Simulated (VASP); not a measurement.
Set up this calculation in VASP 6.6.1, as the native input.

* Task: single point
* Functional: r2SCAN
* Potentials or basis: VASP PAW PBE potentials, release 64 (Ir_sv_GW, S)
* Cutoff: 620 eV
* k mesh: 12 × 12 × 12
* Occupations: gaussian, width 0.05 eV
* Spin: no spin polarisation
* Dipole correction: no
* Further INCAR settings: ALGO = Normal; EDIFF = 1e-06; NBANDS = 18

Crystal: IrS.

```
Ir S
1.0
     0.00000    2.42726    2.42726
     2.42726    0.00000    2.42726
     2.42726    2.42726    0.00000
Ir S
1 1
Direct
  0.50000 0.50000 0.50000
  0.00000 0.00000 0.00000
```

One way to write it, as run:

POSCAR

```
IrS
1.0
    0.0000000000      2.4272638936      2.4272638936
    2.4272638936      0.0000000000      2.4272638936
    2.4272638936      2.4272638936      0.0000000000
Ir S
1 1
Direct
    0.5000000000      0.5000000000      0.5000000000
    0.0000000000      0.0000000000      0.0000000000
```

INCAR.step1

```
ALGO     = Normal         # electronic algorithm
EDIFF    = 1E-5           # SCF threshold, eV
ENCUT    = 620            # plane-wave cutoff, eV
GGA      = PE             # functional
GGA_COMPAT= False        
ISMEAR   = 0              # smearing method
LASPH    = True           # aspherical terms in the spheres
LCHARG   = False          # write CHGCAR
LREAL    = False          # projectors in reciprocal space
LWAVE    = True           # write WAVECAR
NBANDS   = 18             # bands
NELM     = 120            # most SCF steps
PREC     = Accurate       # precision mode
SIGMA    = 0.05           # smearing width, eV
```

INCAR.step2

```
ALGO     = Normal         # electronic algorithm
EDIFF    = 1E-6           # SCF threshold, eV
ENCUT    = 620            # plane-wave cutoff, eV
GGA_COMPAT= False        
ISIF     = 2              # what is computed and relaxed
ISMEAR   = 0              # smearing method
ISTART   = 1            
LASPH    = True           # aspherical terms in the spheres
LCHARG   = False          # write CHGCAR
LMIXTAU  = True         
LREAL    = False          # projectors in reciprocal space
LWAVE    = False          # write WAVECAR
METAGGA  = R2SCAN         # meta-GGA
NBANDS   = 18             # bands
NELM     = 120            # most SCF steps
PREC     = Accurate       # precision mode
SIGMA    = 0.05           # smearing width, eV
```

KPOINTS

```
k-points
0
Gamma
  12 12 12
```

Potentials or basis: VASP PAW PBE potentials, release 64 (Ir_sv_GW, S).

Command:

```console
$ cat potpaw_PBE.64/Ir_sv_GW/POTCAR potpaw_PBE.64/S/POTCAR > POTCAR
$ cp INCAR.step1 INCAR
$ mpirun -np 1 vasp_std > vasp.out
$ cp INCAR.step2 INCAR
$ mpirun -np 1 vasp_std > vasp.out
```

It gave:

The pressure is 8.2 GPa and the band gap on the k mesh is zero (an odd number of electrons rules out a gap without spin polarisation).

Caveat: the cell stands under pressure; the PAW data sets were made with another functional, which shifts forces and pressure a little; spin-orbit coupling is left out, which moves the levels of the heavy elements; an odd number of electrons without spin polarisation forces a metal; a magnetic or distorted state may lie lower.

Run time: 2.7 min on 1 thread of Intel(R) Xeon(R) Platinum 8259CL CPU @ 2.50GHz (Skylake/Cascade Lake) (shared host), peak memory 0.2 GiB.
